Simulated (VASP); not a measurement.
# Si8HO16 (a cell with a defect) in VASP: further runs

Runs on Si8HO16 (a cell with a defect). Level: LDA. Tasks: single point, relaxation of the atoms.

Program: VASP 6.6.1. These are calculated values, not measurements. Logs are shortened: lines on timing, memory, paths and dates and some standing lists are left out, and cuts for length are marked.

## 1. The cell of the first run

The cell holds a defect, 25 atoms: a = 7.051 Å, b = 7.051 Å, c = 6.977 Å, α = 90.00°, β = 90.00°, γ = 90.00°.

## 2. Single point, LDA, collinear spin, ferromagnetic start

Contents of INCAR:

```
  PREC = Accurate
  ENCUT = 520
  EDIFF = 1E-6
  ISMEAR = -1
  SIGMA = 0.02
  LREAL = Auto
  LASPH = T
  NELM = 150
  ALGO = Normal
  ISIF = 2
  LWAVE = F
  LCHARG = F
  ISPIN = 2
  MAGMOM = 0 0 0 0 0 0 0 0 0 0 0 0 0 0 0 0 0 0 0 0 0 0 0 0 1
  LORBIT = 11
  NBANDS = 86
```

Contents of KPOINTS:

```
regular mesh
0
Gamma
  1 1 1
```

Contents of POSCAR:

```
Si8HO16
1.0
   -4.9860000000     -4.9860000000      0.0000000000
    4.9860000000     -4.9860000000      0.0000000000
    0.0000000000      0.0000000000      6.9770000000
Si O H
8 16 1
Direct
    0.2023066138      0.4996990025      0.0003795800
    0.0009188173      0.2014954235      0.2505998414
    0.7993892184      0.4998645686      0.5004207984
    0.0009752776      0.7981251168      0.7502627437
    0.7034437939     -0.0002154924      0.0004158765
    0.5011565232      0.7012063285      0.2500457143
    0.3001966410     -0.0001701203      0.5004526194
    0.5012392441      0.2983914100      0.7507380413
    0.3300627856      0.5690492060      0.1777521054
    0.9317519634      0.3289147433      0.4281638033
    0.6719383366      0.4308558169      0.6781327234
    0.0696578312      0.6701620415      0.9277394122
    0.9317694583      0.6707889105      0.5726542043
    0.6719029076      0.5688207289      0.3227138515
    0.0697383685      0.3292111164      0.0730236755
    0.3300840703      0.4304545349      0.8230167201
    0.8303109612      0.0688209836      0.1783645039
    0.4321996159      0.8289919177      0.4275386747
    0.1720844804      0.9301918596      0.6772345108
    0.5711180020      0.1709427236      0.9282403942
    0.4322877950      0.1706691553      0.5731898956
    0.1720268088      0.0694915833      0.3237362557
    0.5711581415      0.8285782893      0.0725486515
    0.8303659014      0.9307542935      0.8225272879
    0.2484738432     -0.0026216416      0.0011153149
```

Potentials or basis: VASP PAW LDA potentials, release 64 (Si, O, H).

Command:

```
$ cat potpaw_LDA.64/Si/POTCAR potpaw_LDA.64/O/POTCAR potpaw_LDA.64/H/POTCAR > POTCAR
$ mpirun -np 1 vasp_gam > vasp.out
```

OUTCAR:

```text
PREC = Accurate
   ENCUT = 520
   EDIFF = 1E-6
   ISMEAR = -1
   LREAL = Auto
   LASPH = T
   NELM = 150
   ISIF = 2
   ISPIN = 2
   LORBIT = 11

 ion  position               nearest neighbor table
   1  0.202  0.500  0.000-  15 1.60  12 1.61  16 1.61   9 1.61   2 3.08   4 3.08   8 3.08   6 3.08

   2  0.001  0.201  0.251-  17 1.61  10 1.61  15 1.61  22 1.61   5 3.08   3 3.08   1 3.08   7 3.08

   3  0.799  0.500  0.500-  13 1.61  10 1.61  11 1.61  14 1.61   4 3.08   2 3.08   8 3.08   6 3.08
[... 12 lines left out ...]
  10  0.932  0.329  0.428-   3 1.61   2 1.61
  11  0.672  0.431  0.678-   8 1.61   3 1.61
  12  0.070  0.670  0.928-   1 1.61   4 1.61
  13  0.932  0.671  0.573-   3 1.61   4 1.61
  14  0.672  0.569  0.323-   6 1.61   3 1.61
[... 8 lines left out ...]
  23  0.571  0.829  0.073-   5 1.61   6 1.61
  24  0.830  0.931  0.823-   4 1.61   5 1.61
  25  0.248  0.997  0.001-

  LATTYP: Found a simple tetragonal cell.
 ALAT       =     7.0512688220
 C/A-ratio  =     0.9894673109

  Lattice vectors:

 A1 = (  -4.9860000000,  -4.9860000000,   0.0000000000)
 A2 = (   4.9860000000,  -4.9860000000,   0.0000000000)
 A3 = (   0.0000000000,   0.0000000000,   6.9770000000)

Analysis of symmetry for initial positions (statically):
=====================================================================
 Subroutine PRICEL returns:
 Original cell was already a primitive cell.

 Routine SETGRP: Setting up the symmetry group for a
 simple tetragonal supercell.

 Subroutine GETGRP returns: Found  1 space group operations
 (whereof  1 operations were pure point group operations)
 out of a pool of 16 trial point group operations.

The static configuration has the point symmetry C_1 .

Analysis of symmetry for dynamics (positions and initial velocities):
=====================================================================
 Subroutine PRICEL returns:
 Original cell was already a primitive cell.

 Routine SETGRP: Setting up the symmetry group for a
 simple tetragonal supercell.

 Subroutine GETGRP returns: Found  1 space group operations
 (whereof  1 operations were pure point group operations)
 out of a pool of 16 trial point group operations.

The dynamic configuration has the point symmetry C_1 .

Analysis of structural, dynamic, and magnetic symmetry:
=====================================================================
[... 169 lines left out ...]

 number of electron     129.0000000 magnetization       1.0000000

 Free energy of the ion-electron system (eV)
  ---------------------------------------------------
  ext. energy  EPLUGINS =         0.00000000
  ---------------------------------------------------
  free energy    TOTEN  =      -208.30874151 eV

  energy without entropy =     -208.30874151  energy(sigma->0) =     -208.30874151

 E-fermi :   1.8262     XC(G=0):  -9.0240

 val. band max:        1.3544711791   @ k =   0.0000   0.0000   0.0000
 cond. band min:       4.1062809261   @ k =   0.0000   0.0000   0.0000
 fundamental gap:      2.7518097470
 Fermi energy:         1.8261555823

 spin component 1

 k-point     1 :       0.0000    0.0000    0.0000
  band No.  band energies     occupation
      1     -19.3897      1.00000
      2     -18.4622      1.00000
      3     -18.4566      1.00000
      4     -18.4293      1.00000
      5     -18.4267      1.00000
      6     -18.4121      1.00000
[... 68 lines left out ...]
     75       9.3783      0.00000
     76       9.3822      0.00000
 Fermi energy:         1.8261555823

 spin component 2

 k-point     1 :       0.0000    0.0000    0.0000
  band No.  band energies     occupation
      1     -19.3807      1.00000
      2     -18.4503      1.00000
      3     -18.4475      1.00000
      4     -18.4197      1.00000
      5     -18.4185      1.00000
      6     -18.4046      1.00000
[... 68 lines left out ...]
     75       9.4120      0.00000
     76       9.4502      0.00000
 [bands above 76 left out]

------------------------ aborting loop because EDIFF is reached ----------------------------------------

  FORCE on cell =-STRESS in cart. coord.  units (eV):
  Direction    XX          YY          ZZ          XY          YZ          ZX
  --------------------------------------------------------------------------------------
  -------------------------------------------------------------------------------------
  Total        1.9819811      1.9760205      2.3525100      0.0201407     -0.0104040      0.0208907
  in kB        9.1539137      9.1263844     10.8652267      0.0930211     -0.0480518      0.0964853
  external PRESSURE =       9.7151749 kB  Pullay stress =       0.0000000 kB

 VOLUME and BASIS-vectors are now :
 -----------------------------------------------------------------------------
  energy-cutoff  :      520.00
  volume of cell :      346.90
      direct lattice vectors                 reciprocal lattice vectors
    -4.986000000 -4.986000000  0.000000000    -0.100280786 -0.100280786  0.000000000
     4.986000000 -4.986000000  0.000000000     0.100280786 -0.100280786  0.000000000
     0.000000000  0.000000000  6.977000000     0.000000000  0.000000000  0.143328078

 POSITION                                       TOTAL-FORCE (eV/Angst)
 -----------------------------------------------------------------------------------
      1.48280     -3.50020      0.00265        -0.020789     -0.028088      0.003499
      1.00007     -1.00924      1.74844        -0.026601     -0.004465     -0.027132
     -1.49343     -6.47808      3.49144         0.003279      0.008045     -0.002255
      3.97459     -3.98431      5.23458        -0.009255     -0.021883      0.030972
      1.47755     -8.49230      0.00290         0.006253      0.002093      0.003659
      0.99745     -5.99498      1.74457         0.005870     -0.008088      0.004153
[... 17 lines left out ...]
      0.50054     -8.78095      5.73877         0.051856     -0.010900     -0.025962
      3.73404     -6.21182      0.00778         0.008200      0.002444      0.001073
 -----------------------------------------------------------------------------------
    total drift:                               -0.014260     -0.020210     -0.000895

  FREE ENERGIE OF THE ION-ELECTRON SYSTEM (eV)
  ---------------------------------------------------
  free  energy   TOTEN  =      -208.3087415073 eV

  energy  without entropy=     -208.3087415073  energy(sigma->0) =     -208.30874151

 total charge

# of ion       s       p       d       tot
------------------------------------------
    1        0.654   1.034   0.000   1.688
    2        0.654   1.033   0.000   1.687
    3        0.655   1.033   0.000   1.688
    4        0.654   1.033   0.000   1.687
    5        0.654   1.033   0.000   1.688
    6        0.654   1.033   0.000   1.687
[... 17 lines left out ...]
   24        1.538   3.698   0.000   5.237
   25        0.367   0.001   0.000   0.369
--------------------------------------------------
tot         30.222  67.419   0.000  97.641

 magnetization (x)

# of ion       s       p       d       tot
------------------------------------------
    1        0.000   0.000   0.000   0.000
    2        0.000  -0.000   0.000  -0.000
    3        0.001  -0.000   0.000   0.001
    4       -0.000  -0.000   0.000  -0.000
    5       -0.000  -0.000   0.000  -0.000
    6        0.000  -0.000   0.000  -0.000
[... 17 lines left out ...]
   24        0.001   0.001   0.000   0.001
   25        0.346   0.000   0.000   0.346
--------------------------------------------------
tot          0.370   0.065   0.000   0.436
```

OSZICAR:

```text
N       E                     dE             d eps       ncg     rms          rms(c)
DAV:   1     0.117550283104E+04    0.11755E+04   -0.75204E+04   344   0.145E+03
DAV:   2    -0.136024065633E+03   -0.13115E+04   -0.12648E+04   452   0.358E+02
DAV:   3    -0.234121120563E+03   -0.98097E+02   -0.97582E+02   416   0.106E+02
DAV:   4    -0.235859386006E+03   -0.17383E+01   -0.17331E+01   432   0.152E+01
DAV:   5    -0.235892486090E+03   -0.33100E-01   -0.33068E-01   416   0.207E+00    0.431E+01
DAV:   6    -0.209017130602E+03    0.26875E+02   -0.10744E+02   400   0.338E+01    0.213E+01
DAV:   7    -0.208572868176E+03    0.44426E+00   -0.31956E+00   416   0.535E+00    0.746E+00
DAV:   8    -0.208343439979E+03    0.22943E+00   -0.16714E-01   416   0.173E+00    0.288E+00
DAV:   9    -0.208305747102E+03    0.37693E-01   -0.57633E-02   416   0.104E+00    0.652E-01
DAV:  10    -0.208307343250E+03   -0.15961E-02   -0.23996E-03   408   0.173E-01    0.330E-01
DAV:  11    -0.208308612648E+03   -0.12694E-02   -0.93841E-04   408   0.103E-01    0.765E-02
DAV:  12    -0.208308716457E+03   -0.10381E-03   -0.17670E-04   432   0.551E-02    0.205E-02
DAV:  13    -0.208308733143E+03   -0.16685E-04   -0.45459E-05   408   0.275E-02    0.139E-02
DAV:  14    -0.208308739346E+03   -0.62039E-05   -0.60965E-06   424   0.103E-02    0.987E-03
DAV:  15    -0.208308741433E+03   -0.20866E-05   -0.34860E-06   336   0.795E-03    0.387E-03
DAV:  16    -0.208308741507E+03   -0.74318E-07   -0.47028E-07   248   0.356E-03
   1 F= -.20830874E+03 E0= -.20830874E+03  d E =-.281313E-10  mag=     1.0000
```

stdout:

```text
POSCAR found type information on POSCAR SiO H
 POSCAR found :  3 types and      25 ions
 scaLAPACK will be used
 LDA part: xc-table for (Slater(with rela. corr.)+CA(PZ))
 , standard interpolation
 POSCAR, INCAR and KPOINTS ok, starting setup
 FFT: planning ... GRIDC
 FFT: planning ... GRID_SOFT
 FFT: planning ... GRID
 WAVECAR not read
 entering main loop
```

Run time: 2.7 min. Hardware: 1 thread of AMD EPYC 7R13, shared host; peak memory 0.29 GiB.

What came out:

```
Free energy                                           : -208.3087 eV
Pressure                                              : 1.0 GPa
Largest force                                         : 0.065 eV/Å
Band gap on the k mesh                                : 2.75 eV
Net moment                                            : 1.00 μB per cell
Site moments                                          : Si +0.00, -0.00; O +0.00, +0.01, +0.02; H +0.35 μB
Valence electrons inside the program's atomic spheres : Si 1.69; O 5.24, 5.23; H 0.37
```

Forces on the atoms (eV/Å):
```
Si  -0.021 -0.028  0.003
Si  -0.027 -0.004 -0.027
Si   0.003  0.008 -0.002
Si  -0.009 -0.022  0.031
Si   0.006  0.002  0.004
Si   0.006 -0.008  0.004
Si  -0.008 -0.008 -0.002
Si  -0.011  0.009 -0.002
O   -0.007  0.034  0.009
O   -0.040 -0.009  0.021
O    0.019 -0.042  0.015
O    0.040  0.050  0.003
O   -0.008 -0.043 -0.023
O   -0.042  0.020 -0.012
O    0.050  0.041 -0.009
O    0.034 -0.007 -0.013
O   -0.010  0.051  0.025
O   -0.037 -0.021  0.009
O    0.009 -0.009 -0.015
O    0.036 -0.016  0.015
O   -0.023 -0.037 -0.005
O   -0.006  0.011  0.014
O   -0.016  0.036 -0.017
O    0.052 -0.011 -0.026
H    0.008  0.002  0.001
```

Levels at points of the mesh, in eV from the valence-band top:
Spin up:
```csv
k point,band 63,band 64,band 65,band 66,band 67,band 68
"(0.00, 0.00, 0.00)",-1.73,-1.48,0.00,4.40,6.92,7.05
```
Spin down:
```csv
k point,band 62,band 63,band 64,band 65,band 66,band 67
"(0.00, 0.00, 0.00)",-1.73,-1.72,-1.46,2.75,4.79,6.98
```

Caveat: the k points lie up to 0.90 Å⁻¹ apart.

## 3. Relaxation of the atoms, LDA, collinear spin, ferromagnetic start

Contents of INCAR:

```
SYSTEM = Si8HO16
  PREC = Accurate
  ENCUT = 520
  EDIFF = 1E-6
  ISMEAR = -1
  SIGMA = 0.02
  LREAL = Auto
  LASPH = .True.
  NELM = 150
  ALGO = Normal
  ISIF = 2
  LWAVE = .False.
  LCHARG = .False.
  ISPIN = 2
  MAGMOM = 0 0 0 0 0 0 0 0 0 0 0 0 0 0 0 0 0 0 0 0 0 0 0 0 1
  LORBIT = 11
  GGA = CA
  IBRION = 2
  NSW = 45
  EDIFFG = -0.08
```

Contents of KPOINTS:

```
Automatic mesh
0
Gamma
  1 1 1
  0 0 0
```

Contents of POSCAR:

```
Si8HO16
1.0
   -4.9860000000     -4.9860000000      0.0000000000
    4.9860000000     -4.9860000000      0.0000000000
    0.0000000000      0.0000000000      6.9770000000
Si O H
8 16 1
Direct
    0.2011800000      0.5000000000      0.0000000000
    0.0000000000      0.2011800000      0.2500000000
    0.7988200000      0.5000000000      0.5000000000
    0.0000000000      0.7988200000      0.7500000000
    0.7011800000      0.0000000000      0.0000000000
    0.5000000000      0.7011800000      0.2500000000
    0.2988200000      0.0000000000      0.5000000000
    0.5000000000      0.2988200000      0.7500000000
    0.3287550000      0.5695350000      0.1766300000
    0.9304650000      0.3287550000      0.4266300000
    0.6712450000      0.4304650000      0.6766300000
    0.0695350000      0.6712450000      0.9266300000
    0.9304650000      0.6712450000      0.5733700000
    0.6712450000      0.5695350000      0.3233700000
    0.0695350000      0.3287550000      0.0733700000
    0.3287550000      0.4304650000      0.8233700000
    0.8287550000      0.0695350000      0.1766300000
    0.4304650000      0.8287550000      0.4266300000
    0.1712450000      0.9304650000      0.6766300000
    0.5695350000      0.1712450000      0.9266300000
    0.4304650000      0.1712450000      0.5733700000
    0.1712450000      0.0695350000      0.3233700000
    0.5695350000      0.8287550000      0.0733700000
    0.8287550000      0.9304650000      0.8233700000
    0.2765574000     -0.0075275000      0.0110072000
```

Potentials or basis: VASP PAW LDA potentials, release 64 (Si, O, H).

Command:

```
$ cat potpaw_LDA.64/Si/POTCAR potpaw_LDA.64/O/POTCAR potpaw_LDA.64/H/POTCAR > POTCAR
$ mpirun -np 1 vasp_gam > vasp.out
```

Run time: 12 min. Hardware: 1 thread of AMD EPYC 7R13, shared host; peak memory 0.3 GiB.

The run converged. Its results:

| Quantity | Value |
| --- | --- |
| Free energy | -208.3045 eV |
| Energy gained by relaxing | 0.8 meV/atom |
| Ionic steps | 12 |
| Pressure after relaxing | 0.3 GPa |
| Largest force after relaxing | 0.080 eV/Å |
| Band gap on the k mesh | 2.72 eV |
| Net moment | 1.00 μB per cell |
| Site moments | Si +0.00, -0.00; O +0.00, +0.01, +0.02; H +0.35 μB |
| Valence electrons inside the program's atomic spheres | Si 1.68, 1.69; O 5.23; H 0.37 |

Forces in eV/Å, atoms in the order of the input:
```
Si   0.006  0.001 -0.007
Si  -0.063 -0.015 -0.013
Si  -0.009 -0.012  0.009
Si  -0.015 -0.046  0.019
Si   0.030  0.037 -0.004
Si   0.029 -0.002 -0.035
Si  -0.003 -0.014 -0.005
Si   0.002  0.033  0.027
O    0.020  0.022 -0.037
O   -0.014  0.017  0.001
O    0.002 -0.006  0.011
O   -0.023  0.003 -0.017
O    0.021 -0.022  0.006
O   -0.002  0.006 -0.001
O   -0.003 -0.029  0.016
O    0.014  0.020  0.038
O    0.000 -0.007  0.016
O    0.017 -0.006 -0.011
O   -0.030  0.004 -0.020
O   -0.007 -0.007  0.002
O   -0.007  0.016  0.017
O    0.001 -0.022  0.028
O   -0.006 -0.012 -0.002
O   -0.017 -0.007 -0.013
H    0.057  0.050 -0.025
```

Stress tensor (GPa, compression positive):
```
 0.27  0.08  0.02
 0.08  0.24 -0.02
 0.02 -0.02  0.43
```

Step by step:
| step | energy change (eV) | largest force (eV/Å) | pressure (GPa) |
| --- | --- | --- | --- |
| 1 | 0.0000 | 0.2283 | 1.35 |
| 2 | 0.0211 | 0.6467 | 1.07 |
| 3 | -0.0059 | 0.1129 | 1.24 |
| 4 | -0.0117 | 0.1072 | 0.96 |
| 5 | -0.0132 | 0.1200 | 0.73 |
| 6 | -0.0119 | 0.2951 | 0.48 |
| 7 | -0.0145 | 0.1004 | 0.63 |
| 8 | -0.0157 | 0.1366 | 0.50 |
| 9 | -0.0158 | 0.1171 | 0.52 |
| 10 | -0.0171 | 0.0915 | 0.45 |
| 11 | -0.0178 | 0.0899 | 0.36 |
| 12 | -0.0195 | 0.0798 | 0.31 |

Final structure:
```xyz
25
Lattice="-4.9860 -4.9860 0.0000 4.9860 -4.9860 0.0000 0.0000 0.0000 6.9770" Properties=species:S:1:pos:R:3 pbc="T T T"
Si    1.4924   -3.4923    0.0003
Si   -3.9804   -5.9871    1.7464
Si   -1.4916   -6.4786    3.4893
Si   -1.0014   -8.9683    5.2324
Si    1.4843   -8.4876    6.9769
Si    0.9966   -5.9880    1.7437
Si    3.4913   -6.4805    3.4912
Si   -1.0026   -3.9892    5.2344
O     1.1935   -4.4728    1.2415
O    -3.0067   -6.2868    2.9896
O    -1.1913   -5.5039    4.7321
O     3.0103   -3.6749    6.4756
O    -1.3003   -7.9946    3.9879
O    -0.5175   -6.1767    2.2468
O     1.3064   -1.9750    0.5018
O     0.5134   -3.7925    5.7352
O    -3.7943   -4.4705    1.2478
O     1.9774   -6.2892    2.9827
O     3.7896   -5.4982    4.7285
O    -1.9842   -3.7015    6.4783
O    -1.3041   -3.0105    3.9936
O    -0.5084   -1.1947    2.2568
O     1.2766   -6.9711    0.4990
O     0.5164   -8.7818    5.7285
H     3.6040   -6.2968    0.0604
```

Levels at points of the mesh, in eV from the valence-band top:
Spin up:
```tsv
k point	band 62	band 63	band 64	band 65	band 66	band 67	band 68	band 69
(0.00, 0.00, 0.00)	-1.82	-1.81	-1.54	0.00	4.32	6.83	6.96	6.98
```
Spin down:
```csv
k point,band 62,band 63,band 64,band 65,band 66,band 67
"(0.00, 0.00, 0.00)",-1.80,-1.80,-1.53,2.72,4.74,6.89
```

Caveat: the k points lie up to 0.90 Å⁻¹ apart; the relaxation stopped at a loose force limit of 0.08 eV/Å, so its end isn't a converged minimum.
